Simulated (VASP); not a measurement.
# Pd (Fm-3m) in VASP: a series of runs

Runs on Pd. Level: LDA. Tasks: single point, relaxation of volume and atoms at fixed shape.

Program: VASP 6.6.1. These are calculated values, not measurements. Logs are shortened: lines on timing, memory, paths and dates and some standing lists are left out, and cuts for length are marked.

**1. The cell of the first run**

The structure is cubic, space group Fm-3m (No. 225). The conventional cell has a = 3.837 Å, b = 3.837 Å, c = 3.837 Å, α = 90.00°, β = 90.00°, γ = 90.00°. Pd (site symmetry m-3m) has 12 Pd at 2.71 Å within 3.6 Å.

**2. Single point, LDA**

File INCAR:

```
PREC = Accurate
ENCUT = 500
EDIFF = 1E-6
ISMEAR = 0
SIGMA = 0.05
LREAL = F
LASPH = T
NELM = 120
ALGO = Normal
ISIF = 2
LWAVE = F
LCHARG = F
GGA = CA
NBANDS = 11
GGA_COMPAT = F
```

File KPOINTS:

```
regular mesh
0
Gamma
  9 9 9
```

File POSCAR:

```
Pd
1.0
    0.0000000000      1.9183528763      1.9183528763
    1.9183528763      0.0000000000      1.9183528763
    1.9183528763      1.9183528763      0.0000000000
Pd
1
Direct
    0.0000000000      0.0000000000      0.0000000000
```

Potentials or basis: VASP PAW LDA potentials, release 64 (Pd).

Started as:

```console
cat potpaw_LDA.64/Pd/POTCAR > POTCAR
mpirun -np 1 vasp_std > vasp.out
```

OUTCAR:

```text
PREC = Accurate
   ENCUT = 500
   EDIFF = 1E-6
   ISMEAR = 0
   LREAL = F
   LASPH = T
   NELM = 120
   ISIF = 2
   GGA = CA

 ion  position               nearest neighbor table
   1  0.000  0.000  0.000-

  LATTYP: Found a face centered cubic cell.
 ALAT       =     3.8367057526

  Lattice vectors:

 A1 = (   0.0000000000,   1.9183528763,   1.9183528763)
 A2 = (   1.9183528763,   0.0000000000,   1.9183528763)
 A3 = (   1.9183528763,   1.9183528763,   0.0000000000)

Analysis of symmetry for initial positions (statically):
=====================================================================
 Subroutine PRICEL returns:
 Original cell was already a primitive cell.

 Routine SETGRP: Setting up the symmetry group for a
 face centered cubic supercell.

 Subroutine GETGRP returns: Found 48 space group operations
 (whereof 48 operations were pure point group operations)
 out of a pool of 48 trial point group operations.

The static configuration has the point symmetry O_h .

Analysis of symmetry for dynamics (positions and initial velocities):
=====================================================================
 Subroutine PRICEL returns:
 Original cell was already a primitive cell.

 Routine SETGRP: Setting up the symmetry group for a
 face centered cubic supercell.

 Subroutine GETGRP returns: Found 48 space group operations
 (whereof 48 operations were pure point group operations)
 out of a pool of 48 trial point group operations.

The dynamic configuration has the point symmetry O_h .

 Subroutine INISYM returns: Found 48 space group operations
 (whereof 48 operations are pure point group operations),
 and found     1 'primitive' translations

----------------------------------------------------------------------------------------

                                     Primitive cell

  volume of cell :      14.1194

  direct lattice vectors                    reciprocal lattice vectors
     0.000000000  1.918352876  1.918352876    -0.260640264  0.260640264  0.260640264
     1.918352876  0.000000000  1.918352876     0.260640264 -0.260640264  0.260640264
     1.918352876  1.918352876  0.000000000     0.260640264  0.260640264 -0.260640264

  length of vectors
     2.712960655  2.712960655  2.712960655     0.451442180  0.451442180  0.451442180

  position of ions in fractional coordinates (direct lattice)
     0.000000000  0.000000000  0.000000000

  ion indices of the primitive-cell ions
   primitive index   ion index
                 1           1

----------------------------------------------------------------------------------------

 KPOINTS: regular mesh

Automatic generation of k-mesh.
 Grid dimensions read from file:
 generate k-points for:    9    9    9

 Generating k-lattice:

  Cartesian coordinates                     Fractional coordinates (reciprocal lattice)
    -0.028960029  0.028960029  0.028960029     0.111111111  0.000000000  0.000000000
     0.028960029 -0.028960029  0.028960029     0.000000000  0.111111111  0.000000000
     0.028960029  0.028960029 -0.028960029     0.000000000  0.000000000  0.111111111

  Length of vectors
     0.050160242  0.050160242  0.050160242

  Shift w.r.t. Gamma in fractional coordinates (k-lattice)
     0.000000000  0.000000000  0.000000000

 Subroutine IBZKPT returns following result:
 ===========================================

 Found     35 irreducible k-points:

 Following reciprocal coordinates:
            Coordinates               Weight
  0.000000  0.000000  0.000000      1.000000
  0.111111  0.000000  0.000000      8.000000
  0.222222  0.000000  0.000000      8.000000
  0.333333  0.000000  0.000000      8.000000
  0.444444  0.000000  0.000000      8.000000
  0.111111  0.111111  0.000000      6.000000
[... 16 lines left out ...]
 -0.333333  0.333333  0.000000     12.000000
  0.444444  0.444444  0.000000      6.000000
 [... further k-points ...]
   k-points           NKPTS =     35   k-points in BZ     NKDIM =     35   number of bands    NBANDS=     11
   number of dos      NEDOS =    301   number of ions     NIONS =      1
   total plane-waves  NPLWV =   8000
   dimension x,y,z NGX =    20 NGY =   20 NGZ =   20
   dimension x,y,z NGXF=    40 NGYF=   40 NGZF=   40
   ions per type =               1
   NGX,Y,Z   is equivalent  to a cutoff of  12.26, 12.26, 12.26 a.u.
   NGXF,Y,Z  is equivalent  to a cutoff of  24.51, 24.51, 24.51 a.u.
 SYSTEM =  unknown system
   PREC   = accura    normal or accurate (medium, high low for compatibility)
   ISTART =      0    job   : 0-new  1-cont  2-samecut
   ICHARG =      2    charge: 1-file 2-atom 10-const
   ISPIN  =      1    spin polarized calculation?
   LNONCOLLINEAR =      F non collinear calculations
   LSORBIT =      F    spin-orbit coupling
   LASPH  =      T    aspherical Exc in radial PAW
   ENCUT  =  500.0 eV  36.75 Ry    6.06 a.u.   4.95  4.95  4.95*2*pi/ulx,y,z
   NELM   =    120;   NELMIN=  2; NELMDL= -5     # of ELM steps
   EDIFF  = 0.1E-05   stopping-criterion for ELM
   LREAL  =      F    real-space projection
   EDIFFG = 0.1E-04   stopping-criterion for IOM
   NSW    =      0    number of steps for IOM
   IBRION =     -1    ionic relax: 0-MD 1-quasi-New 2-CG
   NFREE  =      0    steps in history (QN), initial steepest desc. (CG)
   ISIF   =      2    stress and relaxation
   ISYM   =      2    0-nonsym 1-usesym 2-fastsym
   POTIM  = 0.5000    time-step for ionic-motion
   TEBEG  =    0.0;   TEEND  =   0.0 temperature during run
   PSTRESS=    0.0 pullay stress
   NELECT =      10.0000    total number of electrons
   NUPDOWN=      -1.0000    fix difference up-down
   EMIN   =  10.00;   EMAX   =-10.00  energy-range for DOS
   EFERMI =   0.00;   METHOD = LEGACY
   ISMEAR =     0;   SIGMA  =   0.05  broadening in eV -4-tet -1-fermi 0-gaus
   EFERMI_NEDOS =   21; number of points for ismear=-14 and -15
   IALGO  =     38    algorithm
   IMIX   =      4    mixing-type and parameters
     AMIX     =   0.40;   BMIX     =  1.00
     AMIX_MAG =   1.60;   BMIX_MAG =  1.00
  volume/ion in A,a.u.               =      14.12        95.28
  Fermi-wavevector in a.u.,A,eV,Ry     =   1.459272  2.757625 28.973275  2.129476
  Thomas-Fermi vector in A             =   2.575859
   LORBIT       =      0    0 simple, 1 ext, 2 COOP (PROOUT), +10 PAW based schemes
   GGA     = CA    functional components
   LHFCALC =     F    Hartree Fock is set to
   AEXX    =    0.0000 exact exchange contribution
   IVDW    =     0    specifies the selected vdW correction
   LEPSILON=     F    determine dielectric tensor
   LRPA    =     F    only Hartree local field effects (RPA)
 non-spin polarized calculation
 Gauss-broadening in eV      SIGMA  =   0.05
  energy-cutoff  :      500.00
  volume of cell :       14.12
 maximum number of plane-waves:       366
   NGX =  9   NGY =  9   NGZ =  9

 number of electron      10.0000005 magnetization

 Free energy of the ion-electron system (eV)
  ---------------------------------------------------
  ext. energy  EPLUGINS =         0.00000000
  ---------------------------------------------------
  free energy    TOTEN  =        -6.50504719 eV

  energy without entropy =       -6.50313391  energy(sigma->0) =       -6.50409055

 E-fermi :  10.3193     XC(G=0): -13.7883

 val. band max:       10.3129481972   @ k =   0.4444   0.1111   0.0000
 cond. band min:      10.3551732016   @ k =  -0.4444   0.3333   0.0000
 fundamental gap:      0.0422250044
 Fermi energy:        10.3192889613

 k-point     1 :       0.0000    0.0000    0.0000
  band No.  band energies     occupation
      1       2.7786      2.00000
      2       7.2630      2.00000
      3       7.2630      2.00000
      4       7.2630      2.00000
      5       9.0328      2.00000
      6       9.0328      2.00000
      7      27.4988      0.00000
      8      32.4733      0.00000
      9      32.4733      0.00000
     10      32.4733      0.00000
     11      35.9127      0.00000

 k-point     2 :       0.1111    0.0000    0.0000
  band No.  band energies     occupation
      1       3.2332      2.00000
      2       7.1096      2.00000
      3       7.4157      2.00000
      4       7.4157      2.00000
      5       8.9667      2.00000
      6       8.9667      2.00000
      7      27.9667      0.00000
      8      30.1947      0.00000
      9      33.0328      0.00000
     10      33.0328      0.00000
     11      35.9449      0.00000

 k-point     3 :       0.2222    0.0000    0.0000
  band No.  band energies     occupation
      1       4.2887      2.00000
      2       7.0633      2.00000
      3       7.5964      2.00000
      4       7.5964      2.00000
      5       9.0692      2.00000
      6       9.0692      2.00000
      7      26.1748      0.00000
      8      28.7894      0.00000
      9      34.2847      0.00000
     10      34.2847      0.00000
     11      35.9558      0.00000

 k-point     4 :       0.3333    0.0000    0.0000
  band No.  band energies     occupation
      1       4.7606      2.00000
      2       7.4394      2.00000
      3       7.4394      2.00000
      4       8.4171      2.00000
      5       9.6731      2.00000
      6       9.6731      2.00000
      7      22.1230      0.00000
      8      27.8863      0.00000
      9      33.5609      0.00000
     10      33.5609      0.00000
     11      35.9200      0.00000
[... 239 lines left out ...]
 k-point    22 :      -0.4444    0.3333    0.0000
  band No.  band energies     occupation
      1       5.1671      2.00000
      2       5.7278      2.00000
      3       8.3507      2.00000
      4       9.2806      2.00000
      5      10.3552      0.31013
      6      16.0171      0.00000
      7      19.5528      0.00000
      8      22.6485      0.00000
      9      26.1937      0.00000
     10      31.3248      0.00000
     11      35.9132      0.00000

 k-point    23 :      -0.3333    0.3333    0.0000
  band No.  band energies     occupation
      1       5.6228      2.00000
      2       6.4299      2.00000
      3       7.4433      2.00000
      4       8.8652      2.00000
      5       9.8090      2.00000
      6      16.4756      0.00000
      7      19.5462      0.00000
      8      21.6807      0.00000
      9      28.3924      0.00000
     10      30.5240      0.00000
     11      35.9633      0.00000

 k-point    24 :       0.4444    0.4444    0.0000
  band No.  band energies     occupation
      1       4.6159      2.00000
      2       4.8893      2.00000
      3      10.2689      1.84566
      4      10.5058      0.00000
      5      10.5058      0.00000
      6      12.9103      0.00000
      7      22.4053      0.00000
      8      23.9875      0.00000
      9      23.9875      0.00000
     10      32.4462      0.00000
     11      32.5890      0.00000

 [... further k-points ...]

------------------------ aborting loop because EDIFF is reached ----------------------------------------

  FORCE on cell =-STRESS in cart. coord.  units (eV):
  Direction    XX          YY          ZZ          XY          YZ          ZX
  --------------------------------------------------------------------------------------
  -------------------------------------------------------------------------------------
  Total        0.0268363      0.0268363      0.0268363      0.0000000      0.0000000      0.0000000
  in kB        3.0452098      3.0452098      3.0452098      0.0000000      0.0000000      0.0000000
  external PRESSURE =       3.0452098 kB  Pullay stress =       0.0000000 kB

 VOLUME and BASIS-vectors are now :
 -----------------------------------------------------------------------------
  energy-cutoff  :      500.00
  volume of cell :       14.12
      direct lattice vectors                 reciprocal lattice vectors
     0.000000000  1.918352876  1.918352876    -0.260640264  0.260640264  0.260640264
     1.918352876  0.000000000  1.918352876     0.260640264 -0.260640264  0.260640264
     1.918352876  1.918352876  0.000000000     0.260640264  0.260640264 -0.260640264

 POSITION                                       TOTAL-FORCE (eV/Angst)
 -----------------------------------------------------------------------------------
      0.00000      0.00000      0.00000         0.000000      0.000000      0.000000
 -----------------------------------------------------------------------------------
    total drift:                                0.000000      0.000000      0.000000

  FREE ENERGIE OF THE ION-ELECTRON SYSTEM (eV)
  ---------------------------------------------------
  free  energy   TOTEN  =        -6.5050471866 eV

  energy  without entropy=       -6.5031339079  energy(sigma->0) =       -6.50409055
```

It took 4.4 s on 1 thread of Intel Xeon 6975P-C (Granite Rapids), shared host; peak memory 0.11 GiB.

What came out:

| Quantity | Value |
| --- | --- |
| Free energy | -6.5050 eV |
| Pressure | 0.3 GPa |
| Band gap on the k mesh | zero (bands 5 and 6 overlap by 1.59 eV) |

**3. Relaxation of volume and atoms at fixed shape, LDA**

This run uses another cell than the first one, of 14.75 Å³/atom.

File INCAR:

```
SYSTEM = Pd
PREC = Accurate ; ENCUT = 500
EDIFF = 1E-7 ; ISMEAR = 0
SIGMA = 0.05 ; LREAL = .FALSE.
LASPH = .TRUE. ; NELM = 120
ALGO = Normal ; ISIF = 8
LWAVE = .FALSE. ; LCHARG = .FALSE.
IBRION = 2 ; NSW = 50
EDIFFG = -0.01 ; GGA_COMPAT = .FALSE.
NELMIN = 4
```

File KPOINTS:

```
regular mesh
0
G
  9 9 9
  0 0 0
```

File POSCAR:

```
Pd
1.0
    0.0000000000      1.9465000000      1.9465000000
    1.9465000000      0.0000000000      1.9465000000
    1.9465000000      1.9465000000      0.0000000000
Pd
1
Direct
    0.0000000000      0.0000000000      0.0000000000
```

Potentials or basis: VASP PAW LDA potentials, release 64 (Pd).

Started as:

```console
cat potpaw_LDA.64/Pd/POTCAR > POTCAR
mpirun -np 1 vasp_std > vasp.out
```

OUTCAR:

```text
SYSTEM = Pd
   PREC = Accurate
   ENCUT = 500
   EDIFF = 1E-7
   ISMEAR = 0
   LREAL = .FALSE.
   LASPH = .TRUE.
   NELM = 120
   ISIF = 8
   IBRION = 2
   NSW = 50
   EDIFFG = -0.01
   NELMIN = 4

 ion  position               nearest neighbor table
   1  0.000  0.000  0.000-

  LATTYP: Found a face centered cubic cell.
 ALAT       =     3.8930000000

  Lattice vectors:

 A1 = (   0.0000000000,   1.9465000000,   1.9465000000)
 A2 = (   1.9465000000,   0.0000000000,   1.9465000000)
 A3 = (   1.9465000000,   1.9465000000,   0.0000000000)

Analysis of symmetry for initial positions (statically):
=====================================================================
 Subroutine PRICEL returns:
 Original cell was already a primitive cell.

[... 177 lines left out ...]
 Fermi energy:         9.5427509253

 k-point     1 :       0.0000    0.0000    0.0000
  band No.  band energies     occupation
      1       2.3554      2.00000
      2       6.6986      2.00000
      3       6.6986      2.00000
      4       6.6986      2.00000
      5       8.3475      2.00000
      6       8.3475      2.00000
      7      26.7258      0.00000
      8      31.4458      0.00000
      9      31.4458      0.00000
[... 380 lines left out ...]
--------------------------------------- Ionic step        4  -------------------------------------------

 number of electron      10.0000005 magnetization

 Free energy of the ion-electron system (eV)
  ---------------------------------------------------
  ext. energy  EPLUGINS =         0.00000000
  ---------------------------------------------------
  free energy    TOTEN  =        -6.50530771 eV

  energy without entropy =       -6.50338824  energy(sigma->0) =       -6.50434797

 E-fermi :  10.2955     XC(G=0): -13.7803

 val. band max:       10.2891881050   @ k =   0.4444   0.1111   0.0000
 cond. band min:      10.3313120385   @ k =  -0.4444   0.3333   0.0000
 fundamental gap:      0.0421239335
 Fermi energy:        10.2955048378

 k-point     1 :       0.0000    0.0000    0.0000
  band No.  band energies     occupation
      1       2.7655      2.00000
      2       7.2458      2.00000
      3       7.2458      2.00000
      4       7.2458      2.00000
      5       9.0118      2.00000
      6       9.0118      2.00000
      7      27.4755      0.00000
      8      32.4423      0.00000
      9      32.4423      0.00000
[... 304 lines left out ...]
  FREE ENERGIE OF THE ION-ELECTRON SYSTEM (eV)
  ---------------------------------------------------
  free  energy   TOTEN  =        -6.5053077102 eV

  energy  without entropy=       -6.5033882393  energy(sigma->0) =       -6.50434797

 reached required accuracy - stopping structural energy minimisation
```

OSZICAR:

```text
N       E                     dE             d eps       ncg     rms          rms(c)
DAV:   1     0.355754384831E+02    0.35575E+02   -0.50311E+03   646   0.100E+03
DAV:   2    -0.649145433769E+01   -0.42067E+02   -0.40868E+02   677   0.186E+02
DAV:   3    -0.684448608335E+01   -0.35303E+00   -0.34902E+00   727   0.200E+01
DAV:   4    -0.684631650212E+01   -0.18304E-02   -0.18303E-02   743   0.131E+00
[... 28 lines left out ...]
       N       E                     dE             d eps       ncg     rms          rms(c)
DAV:   1    -0.650539232281E+01   -0.94014E-04   -0.17636E-03   639   0.487E-01    0.629E-02
DAV:   2    -0.650530882904E+01    0.83494E-04   -0.38308E-04   635   0.187E-01    0.162E-02
DAV:   3    -0.650530772282E+01    0.11062E-05   -0.49238E-06   774   0.182E-02    0.940E-03
DAV:   4    -0.650530771022E+01    0.12602E-07   -0.95740E-07   710   0.795E-03
   4 F= -.65053077E+01 E0= -.65043480E+01  d E =-.173778E-01
```

Wall time 10 s (1 thread of Intel Xeon 6975P-C (Granite Rapids), shared host); peak memory 0.12 GiB.

Results:

| Property | Result |
| --- | --- |
| Free energy | -6.5053 eV |
| Relaxed volume | 14.14 Å³/atom |
| Relaxed cell | a = 2.714 Å, b = 2.714 Å, c = 2.714 Å, α = 60.00°, β = 60.00°, γ = 60.00° |
| Space group after relaxing (to 0.1 Å) | Fm-3m (No. 225) |
| Energy gained by relaxing | 17.4 meV/atom |
| Ionic steps | 4 |
| Pressure after relaxing | 0.0 GPa |
| Band gap on the k mesh | zero (bands 5 and 6 overlap by 1.59 eV) |

Step by step:
```tsv
step	energy change (eV)	largest force (eV/Å)	pressure (GPa)	volume (Å³)
1	0.0000	0.0000	-8.66	14.75
2	0.0447	0.0000	21.03	13.11
3	-0.0174	0.0000	-0.22	14.15
4	-0.0174	0.0000	-0.04	14.14
```

Final structure:
```
Pd
1.0
     0.00000    1.91919    1.91919
     1.91919    0.00000    1.91919
     1.91919    1.91919    0.00000
Pd
1
Direct
  0.00000 0.00000 0.00000
```

Levels at points of the mesh, in eV from the Fermi level:
| k point | band 1 | band 2 | band 3 | band 4 | band 5 | band 6 | band 7 | band 8 | band 9 |
| --- | --- | --- | --- | --- | --- | --- | --- | --- | --- |
| (0.00, 0.00, 0.00) | -7.53 | -3.05 | -3.05 | -3.05 | -1.28 | -1.28 | 17.18 | 22.15 | 22.15 |
